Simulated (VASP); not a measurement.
# Ti (I4/mmm) in VASP: further runs

The runs below take Ti through single point, with PBEsol.

Program: VASP 6.6.1. These are calculated values, not measurements. Logs are shortened: lines on timing, memory, paths and dates and some standing lists are left out, and cuts for length are marked.

## 1. The cell of the first run

It takes space group I4/mmm (No. 139, tetragonal). Conventional cell: a = 3.331 Å, b = 3.331 Å, c = 3.233 Å, α = 90.00°, β = 90.00°, γ = 90.00°. Ti (site symmetry 4/mmm) has 14 Ti at 2.86 to 3.33 Å within 3.8 Å.

## 2. Single point, PBEsol (strain +0.015 along x and y, -0.015 along z)

File INCAR:

```
SYSTEM = Ti
PREC = Accurate
ENCUT = 520
EDIFF = 1E-6
ISMEAR = 0
SIGMA = 0.15
LREAL = .FALSE.
LASPH = .TRUE.
NELM = 100
ALGO = Normal
ISIF = 2
LWAVE = .FALSE.
LCHARG = .FALSE.
GGA = PS
NBANDS = 12
```

File KPOINTS:

```
Automatic mesh
0
G
  20 20 20
  0 0 0
```

File POSCAR:

```
Ti
1.0
   -1.6656150000      1.6656150000      1.6163850000
    1.6656150000     -1.6656150000      1.6163850000
    1.6656150000      1.6656150000     -1.6163850000
Ti
1
Direct
    0.0000000000      0.0000000000      0.0000000000
```

Potentials or basis: VASP PAW PBE potentials, release 64 (Ti_sv).

Command:

```
> cat potpaw_PBE.64/Ti_sv/POTCAR > POTCAR
> mpirun -np 1 vasp_std > vasp.out
```

OUTCAR:

```text
SYSTEM = Ti
   PREC = Accurate
   ENCUT = 520
   EDIFF = 1E-6
   ISMEAR = 0
   LREAL = .FALSE.
   LASPH = .TRUE.
   NELM = 100
   ISIF = 2
   GGA = PS

 ion  position               nearest neighbor table
   1  0.000  0.000  0.000-

  LATTYP: Found a body centered tetragonal cell.
 ALAT       =     3.3312300000
 C/A-ratio  =     0.9704433498

  Lattice vectors:

 A1 = (  -1.6656150000,   1.6656150000,   1.6163850000)
 A2 = (   1.6656150000,  -1.6656150000,   1.6163850000)
 A3 = (   1.6656150000,   1.6656150000,  -1.6163850000)

Analysis of symmetry for initial positions (statically):
=====================================================================
 Subroutine PRICEL returns:
 Original cell was already a primitive cell.

 Routine SETGRP: Setting up the symmetry group for a
 body centered tetragonal supercell.

 Subroutine GETGRP returns: Found 16 space group operations
 (whereof 16 operations were pure point group operations)
 out of a pool of 16 trial point group operations.

The static configuration has the point symmetry D_4h.

Analysis of symmetry for dynamics (positions and initial velocities):
=====================================================================
 Subroutine PRICEL returns:
 Original cell was already a primitive cell.

 Routine SETGRP: Setting up the symmetry group for a
 body centered tetragonal supercell.

 Subroutine GETGRP returns: Found 16 space group operations
 (whereof 16 operations were pure point group operations)
 out of a pool of 16 trial point group operations.

The dynamic configuration has the point symmetry D_4h.

 Subroutine INISYM returns: Found 16 space group operations
 (whereof 16 operations are pure point group operations),
 and found     1 'primitive' translations

----------------------------------------------------------------------------------------

                                     Primitive cell

  volume of cell :      17.9372

  direct lattice vectors                    reciprocal lattice vectors
    -1.665615000  1.665615000  1.616385000     0.000000000  0.300189420  0.309332244
     1.665615000 -1.665615000  1.616385000     0.300189420  0.000000000  0.309332244
     1.665615000  1.665615000 -1.616385000     0.300189420  0.300189420  0.000000000

  length of vectors
     2.856789654  2.856789654  2.856789654     0.431045386  0.431045386  0.424531948

  position of ions in fractional coordinates (direct lattice)
     0.000000000  0.000000000  0.000000000
[... 77 lines left out ...]
   LREAL  =      F    real-space projection
   EDIFFG = 0.1E-04   stopping-criterion for IOM
   NSW    =      0    number of steps for IOM
   IBRION =     -1    ionic relax: 0-MD 1-quasi-New 2-CG
   NFREE  =      0    steps in history (QN), initial steepest desc. (CG)
   ISIF   =      2    stress and relaxation
   ISYM   =      2    0-nonsym 1-usesym 2-fastsym
   POTIM  = 0.5000    time-step for ionic-motion
   TEBEG  =    0.0;   TEEND  =   0.0 temperature during run
   PSTRESS=    0.0 pullay stress
   NELECT =      12.0000    total number of electrons
   NUPDOWN=      -1.0000    fix difference up-down
   EMIN   =  10.00;   EMAX   =-10.00  energy-range for DOS
   EFERMI =   0.00;   METHOD = LEGACY
   ISMEAR =     0;   SIGMA  =   0.15  broadening in eV -4-tet -1-fermi 0-gaus
   EFERMI_NEDOS =   21; number of points for ismear=-14 and -15
   IALGO  =     38    algorithm
   IMIX   =      4    mixing-type and parameters
     AMIX     =   0.40;   BMIX     =  1.00
     AMIX_MAG =   1.60;   BMIX_MAG =  1.00
  volume/ion in A,a.u.               =      17.94       121.05
  Fermi-wavevector in a.u.,A,eV,Ry     =   1.431805  2.705719 27.892838  2.050066
  Thomas-Fermi vector in A             =   2.551502
   LORBIT       =      0    0 simple, 1 ext, 2 COOP (PROOUT), +10 PAW based schemes
   GGA     = PS    functional components
   LHFCALC =     F    Hartree Fock is set to
   AEXX    =    0.0000 exact exchange contribution
   IVDW    =     0    specifies the selected vdW correction
   LEPSILON=     F    determine dielectric tensor
   LRPA    =     F    only Hartree local field effects (RPA)
 non-spin polarized calculation
 Gauss-broadening in eV      SIGMA  =   0.15
  energy-cutoff  :      520.00
  volume of cell :       17.94
 maximum number of plane-waves:       500
 NGX is ok and might be reduce to    24
   NGX = 11   NGY = 11   NGZ = 11

 number of electron      12.0000001 magnetization

 Free energy of the ion-electron system (eV)
  ---------------------------------------------------
  ext. energy  EPLUGINS =         0.00000000
  ---------------------------------------------------
  free energy    TOTEN  =        -8.21075556 eV

  energy without entropy =       -8.18309792  energy(sigma->0) =       -8.19692674

 E-fermi :   7.6309     XC(G=0): -11.4791

 val. band max:        7.6289186751   @ k =   0.3500   0.1500   0.1500
 cond. band min:       7.6311664652   @ k =   0.1500   0.1500   0.0500
 fundamental gap:      0.0022477901
 Fermi energy:         7.6309404408

 k-point     1 :       0.0000    0.0000    0.0000
  band No.  band energies     occupation
      1     -48.7352      2.00000
      2     -24.7229      2.00000
      3     -24.7205      2.00000
      4     -24.7205      2.00000
      5       1.7473      2.00000
      6       8.4473      0.00000
      7       8.6555      0.00000
      8       8.6555      0.00000
      9      10.1556      0.00000
     10      10.3995      0.00000
     11      24.6468      0.00000
     12      24.6468      0.00000
[... 331 lines left out ...]
 k-point    24 :      -0.3500    0.0500    0.0000
  band No.  band energies     occupation
      1     -48.6483      2.00000
      2     -25.1710      2.00000
      3     -24.8678      2.00000
      4     -24.7336      2.00000
      5       4.5373      2.00000
      6       7.5143      1.72863
      7       7.9089      0.00878
      8      10.1670      0.00000
      9      10.4733      0.00000
     10      10.7467      0.00000
     11      19.1450      0.00000
     12      21.8811      0.00000

 [... further k-points ...]
[... 5 lines left out ...]
  --------------------------------------------------------------------------------------
  -------------------------------------------------------------------------------------
  Total       -0.8712028     -0.8712028     -0.9700925      0.0000000     -0.0000000      0.0000000
  in kB      -77.8172374    -77.8172374    -86.6502236      0.0000000     -0.0000000      0.0000000
  external PRESSURE =     -80.7615661 kB  Pullay stress =       0.0000000 kB

 VOLUME and BASIS-vectors are now :
 -----------------------------------------------------------------------------
  energy-cutoff  :      520.00
  volume of cell :       17.94
      direct lattice vectors                 reciprocal lattice vectors
    -1.665615000  1.665615000  1.616385000     0.000000000  0.300189420  0.309332244
     1.665615000 -1.665615000  1.616385000     0.300189420  0.000000000  0.309332244
     1.665615000  1.665615000 -1.616385000     0.300189420  0.300189420  0.000000000

 POSITION                                       TOTAL-FORCE (eV/Angst)
 -----------------------------------------------------------------------------------
      0.00000      0.00000      0.00000         0.000000     -0.000000      0.000000
 -----------------------------------------------------------------------------------
    total drift:                                0.000000      0.000000      0.000000

  FREE ENERGIE OF THE ION-ELECTRON SYSTEM (eV)
  ---------------------------------------------------
  free  energy   TOTEN  =        -8.2107555579 eV

  energy  without entropy=       -8.1830979224  energy(sigma->0) =       -8.19692674
```

stdout:

```text
POSCAR found type information on POSCAR Ti
 POSCAR found :  1 types and       1 ions
 scaLAPACK will be used
 -----------------------------------------------------------------------------
|                                                                             |
|                                                                             |
|     You enforced a specific xc type in the INCAR file but a different       |
|     I HOPE YOU KNOW WHAT YOU ARE DOING!                                     |
|                                                                             |
 -----------------------------------------------------------------------------

 LDA part: xc-table for (Slater+PW92), standard interpolation
 POSCAR, INCAR and KPOINTS ok, starting setup
 FFT: planning ... GRIDC
 FFT: planning ... GRID_SOFT
 FFT: planning ... GRID
 WAVECAR not read
 entering main loop
```

Run time: 48 s. Hardware: 1 thread of Intel Xeon Platinum 8488C (Sapphire Rapids), shared host; peak memory 0.25 GiB.

Results:

| Property | Result |
| --- | --- |
| Free energy | -8.2108 eV |
| Pressure | -8.1 GPa |
| Band gap on the k mesh | zero (band 6 reaches 8.57 eV, above the bottom of band 7 at 7.00 eV) |

Caveat: the cell differs from its parent crystal (strain +0.015 along x and y, -0.015 along z); the PAW data sets were made with another functional, which shifts forces and pressure a little.

## 3. Single point, PBEsol (strain -0.030 along x and y, +0.000 along z)

File INCAR:

```
ALGO     = Normal         # electronic algorithm
EDIFF    = 1E-7           # SCF threshold, eV
ENCUT    = 520            # plane-wave cutoff, eV
GGA      = PS             # functional
ISIF     = 2              # what is computed and relaxed
ISMEAR   = 0              # smearing method
LASPH    = T              # aspherical terms in the spheres
LCHARG   = F              # write CHGCAR
LREAL    = F              # projectors in reciprocal space
LWAVE    = F              # write WAVECAR
NBANDS   = 12             # bands
NELM     = 100            # most SCF steps
PREC     = Accurate       # precision mode
SIGMA    = 0.15           # smearing width, eV
```

File KPOINTS:

```
k-points
0
Gamma
  20 20 20
```

File POSCAR:

```
Ti
1.0
   -1.5917700000      1.5917700000      1.6410000000
    1.5917700000     -1.5917700000      1.6410000000
    1.5917700000      1.5917700000     -1.6410000000
Ti
1
Direct
    0.0000000000      0.0000000000      0.0000000000
```

Potentials or basis: VASP PAW PBE potentials, release 64 (Ti_sv).

Command:

```
> cat potpaw_PBE.64/Ti_sv/POTCAR > POTCAR
> mpirun -np 1 vasp_std > vasp.out
```

Wall time 40 s (1 thread of Intel Xeon Platinum 8559C (Emerald Rapids), shared host); peak memory 0.24 GiB.

Results (log left out):

```
Free energy            : -8.2480 eV
Pressure               : -0.8 GPa
Band gap on the k mesh : zero (band 6 reaches 9.42 eV, above the bottom of band 7 at 7.75 eV)
```

Stress tensor (GPa, compression positive):
```
-1.00  0.00  0.00
 0.00 -1.00  0.00
 0.00  0.00 -0.41
```

Levels at points of the mesh, in eV from the Fermi level:
```csv
k point,band 3,band 4,band 5,band 6,band 7,band 8,band 9,band 10
"(0.00, 0.00, 0.00)",-32.11,-32.11,-6.05,0.95,0.95,1.17,2.75,3.01
"(0.50, 0.00, 0.00)",-32.35,-32.11,-2.57,-0.36,1.22,2.76,3.26,4.51
"(0.50, 0.50, 0.00)",-32.37,-32.13,-2.57,-0.63,1.43,3.05,3.33,4.55
"(0.50, 0.50, 0.50)",-32.63,-32.63,-2.30,-2.21,4.11,4.17,4.17,8.13
```

Caveat: the cell differs from its parent crystal (strain -0.030 along x and y, +0.000 along z); the PAW data sets were made with another functional, which shifts forces and pressure a little.

## 4. Single point, PBEsol (strain -0.015 along x and y, -0.030 along z)

File INCAR:

```
SYSTEM = Ti
PREC = Accurate
ENCUT = 520
EDIFF = 1E-6
ISMEAR = 0
SIGMA = 0.15
LREAL = .False.
LASPH = .True.
NELM = 60
ALGO = Normal
ISIF = 2
LWAVE = .False.
LCHARG = .False.
GGA = PS
NBANDS = 12
```

File KPOINTS:

```
regular mesh
0
Gamma
  20 20 20
  0 0 0
```

File POSCAR:

```
Ti
1.0
   -1.6163850000      1.6163850000      1.5917700000
    1.6163850000     -1.6163850000      1.5917700000
    1.6163850000      1.6163850000     -1.5917700000
Ti
1
Direct
    0.0000000000      0.0000000000      0.0000000000
```

Command:

```
> cat potpaw_PBE.64/Ti_sv/POTCAR > POTCAR
> mpirun -np 1 vasp_std > vasp.out
```

It took 37 s on 1 thread of Intel Xeon Platinum 8559C (Emerald Rapids), shared host; peak memory 0.23 GiB.

The run converged. Its results:

```
Free energy            : -8.2475 eV
Pressure               : -0.9 GPa
Band gap on the k mesh : zero (band 6 reaches 9.42 eV, above the bottom of band 7 at 7.72 eV)
```

Stress tensor (GPa, compression positive):
```
-0.72  0.00  0.00
 0.00 -0.72  0.00
 0.00  0.00 -1.12
```

Levels at points of the mesh, in eV from the Fermi level:
| k point | band 2 | band 3 | band 4 | band 5 | band 6 | band 7 | band 8 | band 9 | band 10 | band 11 |
| --- | --- | --- | --- | --- | --- | --- | --- | --- | --- | --- |
| (0.00, 0.00, 0.00) | -32.11 | -32.11 | -32.11 | -6.04 | 0.95 | 1.06 | 1.06 | 2.82 | 2.96 | 17.64 |
| (0.50, 0.00, 0.00) | -32.89 | -32.36 | -32.12 | -2.57 | -0.49 | 1.33 | 2.92 | 3.29 | 4.54 | 9.30 |
| (0.50, 0.50, 0.00) | -32.89 | -32.35 | -32.11 | -2.56 | -0.35 | 1.22 | 2.80 | 3.22 | 4.52 | 9.19 |
| (0.50, 0.50, 0.50) | -32.65 | -32.65 | -32.63 | -2.27 | -2.23 | 4.14 | 4.14 | 4.17 | 8.56 | 8.56 |

Caveat: the cell differs from its parent crystal (strain -0.015 along x and y, -0.030 along z); the PAW data sets were made with another functional, which shifts forces and pressure a little.

## 5. The runs side by side

| cell | gap on the mesh (eV) | pressure (GPa) |
| --- | --- | --- |
| a = 2.857 Å, angles 108.7, 108.7, 111.1°, 1 atom | none | -8.1 |
| a = 2.786 Å, angles 110.3, 110.3, 107.8°, 1 atom | none | -0.8 |
| a = 2.786 Å, angles 109.1, 109.1, 110.3°, 1 atom | none | -0.9 |

Alike in all rows: task single point; level PBEsol; potentials or basis VASP PAW PBE potentials, release 64 (Ti_sv); no spin polarisation; k mesh 20 × 20 × 20; cutoff (eV) 520; smearing gaussian 0.15 eV.

Caveats: the PAW data sets were made with another functional, which shifts forces and pressure a little.

Total energies depend on the potentials used, so only differences within one code and one set of settings carry meaning.
